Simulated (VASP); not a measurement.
# HC64 (a cell with a defect) in VASP: further runs, part 2 of 2

VASP 6.6.1. The steps go on from the part before.

## 3. Single point, PBEsol

File INCAR:

```
ALGO = Normal
EDIFF = 1E-6
ENCUT = 520
GGA = PS
GGA_COMPAT = F
ISIF = 2
ISMEAR = -1
ISYM = -1
LASPH = T
LCHARG = F
LREAL = Auto
LWAVE = F
NBANDS = 166
NELECT = 256.0
NELM = 120
PREC = Accurate
SIGMA = 0.05
```

File KPOINTS:

```
explicit points
1
Reciprocal
  0.25000000   0.25000000   0.25000000 1
```

File POSCAR:

```
HC64
1.0
    7.1076060000      0.0000000000      0.0000000000
    0.0000000000      7.1076060000      0.0000000000
    0.0000000000      0.0000000000      7.1076060000
C H
64 1
Direct
    0.9998500000      0.9968340000      0.9998240000
    0.0005980000      0.9980310000      0.5005250000
    0.9985590000      0.4966740000      0.9984980000
    0.9998640000      0.4977450000      0.4992560000
    0.5003990000      0.9981540000      0.0008430000
    0.5010620000      0.9993790000      0.5011610000
    0.4999140000      0.4979270000      0.9998100000
    0.5081020000      0.5004460000      0.5072580000
    0.1245620000      0.1211530000      0.1244240000
    0.1255890000      0.1232160000      0.6256720000
    0.1233290000      0.6241150000      0.1234660000
    0.1267410000      0.6227720000      0.6252540000
    0.6251660000      0.1233870000      0.1259250000
    0.6260540000      0.1238050000      0.6259800000
    0.6256840000      0.6224310000      0.1259020000
    0.6300830000      0.6253790000      0.6301240000
    0.2490010000      0.2449090000      0.9972360000
    0.2500750000      0.2471620000      0.4994960000
    0.2507990000      0.7478910000      0.0001460000
    0.2515110000      0.7525100000      0.5039940000
    0.7494970000      0.2475030000      0.0000310000
    0.7503760000      0.2480470000      0.5005580000
    0.7505760000      0.7478140000      0.0008830000
    0.7522350000      0.7488940000      0.5014810000
    0.3745560000      0.3695180000      0.1209640000
    0.3760760000      0.3741540000      0.6265310000
    0.3753270000      0.8735050000      0.1257910000
    0.3771420000      0.8763360000      0.6286490000
    0.8739420000      0.3721810000      0.1247940000
    0.8757850000      0.3730940000      0.6255920000
    0.8755530000      0.8727920000      0.1258290000
    0.8766680000      0.8736290000      0.6261510000
    0.2502220000      0.9978840000      0.2501310000
    0.2504320000      0.9985420000      0.7510220000
    0.2330690000      0.4814010000      0.2304080000
    0.2506160000      0.4981090000      0.7504390000
    0.7501850000      0.9978850000      0.2504220000
    0.7507290000      0.9981570000      0.7507070000
    0.7504510000      0.4979490000      0.2503060000
    0.7519520000      0.4978380000      0.7518610000
    0.3755290000      0.1231580000      0.3755390000
    0.3757270000      0.1225520000      0.8750630000
    0.3929420000      0.6433490000      0.3922030000
    0.3759040000      0.6235170000      0.8757510000
    0.8742230000      0.1218150000      0.3757880000
    0.8754110000      0.1229500000      0.8754990000
    0.8756950000      0.6233790000      0.3757170000
    0.8759750000      0.6232410000      0.8757870000
    0.9960980000      0.2435720000      0.2483030000
    0.0000930000      0.2476730000      0.7498110000
    0.0004230000      0.7478320000      0.2511710000
    0.0009840000      0.7477350000      0.7502440000
    0.4994030000      0.2483300000      0.2508220000
    0.5005930000      0.2479250000      0.7504440000
    0.5028440000      0.7501930000      0.2496570000
    0.5015680000      0.7492240000      0.7524910000
    0.1181320000      0.3665510000      0.3732100000
    0.1250920000      0.3724780000      0.8742360000
    0.1262120000      0.8738630000      0.3756700000
    0.1257340000      0.8728180000      0.8754820000
    0.6263290000      0.3744000000      0.3759280000
    0.6255800000      0.3730850000      0.8756430000
    0.6276160000      0.8751780000      0.3770180000
    0.6262770000      0.8738190000      0.8768290000
    0.3149640000      0.5009690000      0.3710870000
```

Potentials or basis: VASP PAW PBE potentials, release 64 (C, H).

Started as:

```
cat potpaw_PBE.64/C/POTCAR potpaw_PBE.64/H/POTCAR > POTCAR
mpirun -np 1 vasp_std > vasp.out
```

OUTCAR:

```text
EDIFF = 1E-6
   ENCUT = 520
   GGA = PS
   ISIF = 2
   ISMEAR = -1
   ISYM = -1
   LASPH = T
   LREAL = Auto
   NELECT = 256.0
   NELM = 120
   PREC = Accurate

 ion  position               nearest neighbor table
   1  1.000  0.997  1.000-   9 1.53  60 1.54  31 1.54  46 1.54
   2  0.001  0.998  0.501-  32 1.53  59 1.54  45 1.54  10 1.54
   3  0.999  0.497  0.998-  48 1.53  58 1.54  29 1.54  11 1.55
[... 448 lines left out ...]
  -------------------------------------------------------------------------------------
  Total       -2.3511903     -2.3253523     -2.2964212     -0.6229695     -0.7855993     -0.5725038
  in kB      -10.4912764    -10.3759844    -10.2468906     -2.7797603     -3.5054325     -2.5545763
  external PRESSURE =     -10.3713838 kB  Pullay stress =       0.0000000 kB

 VOLUME and BASIS-vectors are now :
 -----------------------------------------------------------------------------
  energy-cutoff  :      520.00
  volume of cell :      359.06
      direct lattice vectors                 reciprocal lattice vectors
     7.107606000  0.000000000  0.000000000     0.140694349  0.000000000  0.000000000
     0.000000000  7.107606000  0.000000000     0.000000000  0.140694349  0.000000000
     0.000000000  0.000000000  7.107606000     0.000000000  0.000000000  0.140694349

 POSITION                                       TOTAL-FORCE (eV/Angst)
 -----------------------------------------------------------------------------------
      7.10654      7.08510      7.10636         0.003254      0.002149     -0.002532
      0.00425      7.09361      3.55753        -0.008127      0.006661      0.000274
      7.09736      3.53016      7.09693        -0.009081     -0.013754     -0.003436
      7.10664      3.53778      3.54851         0.000673      0.008600      0.009167
      3.55664      7.09449      0.00599         0.000099      0.009227     -0.011694
      3.56135      7.10319      3.56205        -0.008312      0.006170     -0.009711
[... 57 lines left out ...]
      4.45133      6.21076      6.23216        -0.006445      0.002851     -0.002348
      2.23864      3.56069      2.63754        -0.009945     -0.016951      0.001640
 -----------------------------------------------------------------------------------
    total drift:                                0.010270      0.082567      0.007627

  FREE ENERGIE OF THE ION-ELECTRON SYSTEM (eV)
  ---------------------------------------------------
  free  energy   TOTEN  =      -625.9002962233 eV

  energy  without entropy=     -625.9002962232  energy(sigma->0) =     -625.90029622
```

Wall time 2 min (1 thread of Intel Xeon Platinum 8488C (Sapphire Rapids), shared host); peak memory 0.37 GiB.

Results:

```yaml
Free_energy: -625.9003 eV
Largest_force: 0.030 eV/Å
```

Forces on the atoms (eV/Å):
```
C    0.003  0.002 -0.003
C   -0.008  0.007  0.000
C   -0.009 -0.014 -0.003
C    0.001  0.009  0.009
C    0.000  0.009 -0.012
C   -0.008  0.006 -0.010
C    0.006  0.014  0.010
C    0.004 -0.002  0.009
C   -0.003  0.013 -0.011
C   -0.005  0.002 -0.002
C    0.000  0.003  0.008
C   -0.021  0.010 -0.002
C   -0.005  0.005  0.003
C   -0.002  0.000 -0.004
C   -0.007 -0.004 -0.013
C   -0.003  0.009  0.001
C   -0.008 -0.001 -0.001
C    0.001  0.006  0.011
C    0.008  0.000  0.012
C   -0.024  0.011  0.013
C    0.005  0.003  0.000
C    0.000 -0.001 -0.004
C   -0.002 -0.015 -0.004
C   -0.004  0.003 -0.005
C    0.022 -0.008 -0.004
C    0.003 -0.016 -0.008
C    0.002 -0.010 -0.005
C    0.007 -0.005  0.000
C    0.002  0.010 -0.009
C   -0.001  0.008 -0.007
C   -0.003  0.007  0.006
C   -0.005  0.005 -0.009
C    0.004 -0.005  0.001
C   -0.002  0.003  0.007
C    0.004  0.023  0.012
C   -0.001 -0.006  0.014
C    0.003 -0.006  0.006
C    0.002 -0.004 -0.001
C    0.005 -0.005 -0.002
C    0.009 -0.006  0.011
C    0.010 -0.002  0.010
C    0.003  0.003  0.004
C    0.001 -0.018 -0.011
C    0.004 -0.006  0.007
C   -0.001 -0.007  0.009
C    0.011  0.006  0.004
C    0.009 -0.003  0.002
C   -0.002 -0.007 -0.001
C    0.008  0.006 -0.008
C    0.002 -0.004  0.001
C    0.009  0.001  0.010
C    0.003 -0.015 -0.004
C    0.017  0.005  0.001
C   -0.008  0.002 -0.003
C    0.006 -0.002 -0.026
C    0.002  0.002 -0.006
C    0.000 -0.006  0.004
C   -0.003  0.006  0.002
C   -0.013 -0.013  0.003
C   -0.001  0.011 -0.005
C   -0.010 -0.010 -0.004
C   -0.002  0.010 -0.001
C    0.001 -0.004 -0.001
C   -0.006  0.003 -0.002
H   -0.010 -0.017  0.002
```

Levels at points of the mesh, in eV from the Fermi level:
| k point | band 125 | band 126 | band 127 | band 128 | band 129 | band 130 | band 131 | band 132 |
| --- | --- | --- | --- | --- | --- | --- | --- | --- |
| (0.25, 0.25, 0.25) | -2.48 | -2.39 | -1.27 | -1.26 | 2.01 | 4.13 | 4.21 | 4.24 |

Caveat: the cell carries a net charge on a neutralising background, which shifts energy and pressure; the cell is charged against a uniform background, so pressure and absolute levels hang on convention; the PAW data sets were made with another functional, which shifts forces and pressure a little.

## 4. Single point, PBEsol, collinear spin

File INCAR:

```
ALGO     = Normal         # electronic algorithm
EDIFF    = 1E-6           # SCF threshold, eV
ENCUT    = 520            # plane-wave cutoff, eV
GGA      = PS             # functional
GGA_COMPAT= F            
ISIF     = 2              # what is computed and relaxed
ISMEAR   = -1             # smearing method
ISPIN    = 2              # spin polarisation
ISYM     = -1           
LASPH    = T              # aspherical terms in the spheres
LCHARG   = F              # write CHGCAR
LORBIT   = 11             # projections on sites
LREAL    = Auto         
LWAVE    = F              # write WAVECAR
MAGMOM   = 0 0 0 0 0 0 0 0.091 0 0 0 0 0 0 0 0 0 0.091 0 0 0 0 0 0 0.091 0.091 0 0 0 0 0 0 0 0 0.091 0 0 0 0 0 0.091 0 0.091 0 0 0 0 0 0 0 0 0 0.091 0 0 0 0.091 0 0 0 0.091 0 0 0 0.091 # initial moments
NBANDS   = 170            # bands
NELECT   = 255.0        
NELM     = 200            # most SCF steps
PREC     = Accurate       # precision mode
SIGMA    = 0.05           # smearing width, eV
```

KPOINTS is that of step 3.

File POSCAR:

```
HC64
1.0
    7.1076060000      0.0000000000      0.0000000000
    0.0000000000      7.1076060000      0.0000000000
    0.0000000000      0.0000000000      7.1076060000
C H
64 1
Direct
    0.0007410000      0.9970360000      0.9996870000
    0.0013380000      0.9980800000      0.5004330000
    0.9995800000      0.4968930000      0.9985970000
    0.0004450000      0.4977510000      0.4993720000
    0.5011920000      0.9981860000      0.0006110000
    0.5018630000      0.9992230000      0.5010140000
    0.5008720000      0.4979130000      0.9996840000
    0.5084470000      0.5000620000      0.5069900000
    0.1238750000      0.1213600000      0.1244520000
    0.1248080000      0.1232240000      0.6258280000
    0.1229720000      0.6245480000      0.1237050000
    0.1257700000      0.6229640000      0.6252940000
    0.6244750000      0.1235010000      0.1258660000
    0.6252420000      0.1237390000      0.6259680000
    0.6250750000      0.6225910000      0.1255180000
    0.6289310000      0.6253900000      0.6298070000
    0.2500790000      0.2451660000      0.9973410000
    0.2506670000      0.2468620000      0.4997960000
    0.2513920000      0.7481530000      0.9999740000
    0.2518870000      0.7524380000      0.5037850000
    0.7505240000      0.2475880000      0.9999550000
    0.7511390000      0.2480190000      0.5004390000
    0.7513040000      0.7478050000      0.0006830000
    0.7528090000      0.7489020000      0.5012310000
    0.3741640000      0.3698020000      0.1211070000
    0.3755620000      0.3738120000      0.6268320000
    0.3747810000      0.8736370000      0.1254900000
    0.3760640000      0.8762630000      0.6284470000
    0.8733900000      0.3724020000      0.1247370000
    0.8750330000      0.3732020000      0.6256240000
    0.8748270000      0.8729720000      0.1258410000
    0.8756790000      0.8736820000      0.6260560000
    0.2511080000      0.9979050000      0.2500030000
    0.2511710000      0.9985550000      0.7509540000
    0.2351710000      0.4832250000      0.2315800000
    0.2514130000      0.4980760000      0.7505210000
    0.7509930000      0.9979930000      0.2502250000
    0.7515370000      0.9981370000      0.7505580000
    0.7511630000      0.4979750000      0.2501700000
    0.7527060000      0.4977920000      0.7517310000
    0.3747560000      0.1231310000      0.3755630000
    0.3750240000      0.1226360000      0.8750450000
    0.3908960000      0.6420660000      0.3904110000
    0.3750420000      0.6236320000      0.8757440000
    0.8735050000      0.1219200000      0.3758270000
    0.8746430000      0.1230940000      0.8755130000
    0.8749940000      0.6234820000      0.3756740000
    0.8751890000      0.6234080000      0.8756440000
    0.9973060000      0.2438910000      0.2482330000
    0.0009370000      0.2476890000      0.7498890000
    0.0010510000      0.7481540000      0.2510340000
    0.0017060000      0.7477930000      0.7501190000
    0.5003690000      0.2483430000      0.2506780000
    0.5014180000      0.2477820000      0.7504240000
    0.5031960000      0.7499210000      0.2491100000
    0.5022870000      0.7491840000      0.7523030000
    0.1178140000      0.3667800000      0.3735320000
    0.1243040000      0.3726240000      0.8744090000
    0.1252580000      0.8739610000      0.3757210000
    0.1249900000      0.8730350000      0.8754260000
    0.6257400000      0.3742450000      0.3759140000
    0.6248670000      0.3731760000      0.8755690000
    0.6266150000      0.8750300000      0.3767430000
    0.6254210000      0.8739400000      0.8766330000
    0.3141630000      0.4970190000      0.3756750000
```

Started as:

```
cat potpaw_PBE.64/C/POTCAR potpaw_PBE.64/H/POTCAR > POTCAR
mpirun -np 1 vasp_std > vasp.out
```

Wall time 4.1 min (1 thread of Intel Xeon Platinum 8488C (Sapphire Rapids), shared host); peak memory 0.53 GiB.

It converged, with:

```yaml
Free_energy: -635.2169 eV
Largest_force: 0.049 eV/Å
Net_moment: 0.00 μB per cell
Valence_electrons_inside_the_program's_atomic_spheres: C 2.57, 2.56, 2.58 (each value once); H 0.73
```

Forces on the atoms (eV/Å):
```
C   -0.028  0.008  0.007
C   -0.035  0.026  0.016
C   -0.032  0.014  0.014
C   -0.020  0.016  0.011
C   -0.035  0.029  0.018
C   -0.039  0.013  0.004
C   -0.036  0.014  0.004
C   -0.032  0.005 -0.001
C    0.035 -0.009 -0.016
C    0.017 -0.016 -0.018
C    0.018 -0.014 -0.011
C    0.031 -0.019 -0.016
C    0.017 -0.018 -0.021
C    0.031 -0.013 -0.018
C    0.024 -0.014 -0.012
C    0.020 -0.011 -0.006
C   -0.027  0.005  0.010
C   -0.019  0.014  0.012
C   -0.031  0.013  0.009
C   -0.020  0.011  0.019
C   -0.035  0.012  0.008
C   -0.014  0.014  0.013
C   -0.014  0.012  0.016
C   -0.034  0.009  0.010
C    0.043 -0.014 -0.011
C    0.009 -0.004 -0.018
C    0.022  0.003 -0.007
C    0.035 -0.025 -0.024
C    0.031  0.001 -0.004
C    0.021 -0.012 -0.018
C    0.020 -0.014 -0.016
C    0.028  0.000 -0.013
C   -0.018  0.016  0.016
C   -0.030  0.015  0.019
C   -0.006  0.023  0.026
C   -0.023  0.014  0.010
C   -0.030  0.007  0.016
C   -0.023  0.018  0.015
C   -0.013  0.012  0.014
C   -0.033  0.006  0.014
C    0.036 -0.016 -0.010
C    0.035 -0.012  0.001
C    0.013 -0.013 -0.025
C    0.035 -0.025 -0.014
C    0.036 -0.012 -0.006
C    0.034 -0.018 -0.018
C    0.028 -0.021 -0.012
C    0.040 -0.015  0.006
C   -0.042  0.003  0.019
C   -0.033  0.007  0.006
C   -0.026 -0.002  0.012
C   -0.023  0.007  0.021
C   -0.034  0.009  0.012
C   -0.033  0.012  0.019
C   -0.011  0.014  0.011
C   -0.033  0.009  0.003
C    0.025 -0.005  0.005
C    0.036 -0.007 -0.012
C    0.036 -0.010 -0.013
C    0.022 -0.013 -0.020
C    0.018 -0.005 -0.012
C    0.022 -0.008 -0.020
C    0.018 -0.013 -0.014
C    0.029 -0.006 -0.014
H   -0.004 -0.012  0.009
```

Levels at points of the mesh, in eV from the Fermi level:
Spin up:
```tsv
k point	band 124	band 125	band 126	band 127	band 128	band 129	band 130	band 131	band 132	band 133
(0.25, 0.25, 0.25)	-1.35	-1.31	-1.19	-0.19	0.00	3.43	5.28	5.37	5.41	5.63
```
Spin down:
```
           k point  band 124  band 125  band 126  band 127  band 128  band 129  band 130  band 131  band 132  band 133
(0.25, 0.25, 0.25)     -1.35     -1.31     -1.19     -0.19      0.00      3.43      5.28      5.37      5.41      5.63
```

Caveat: the cell carries a net charge on a neutralising background, which shifts energy and pressure; the cell is charged against a uniform background, so pressure and absolute levels hang on convention; the PAW data sets were made with another functional, which shifts forces and pressure a little.
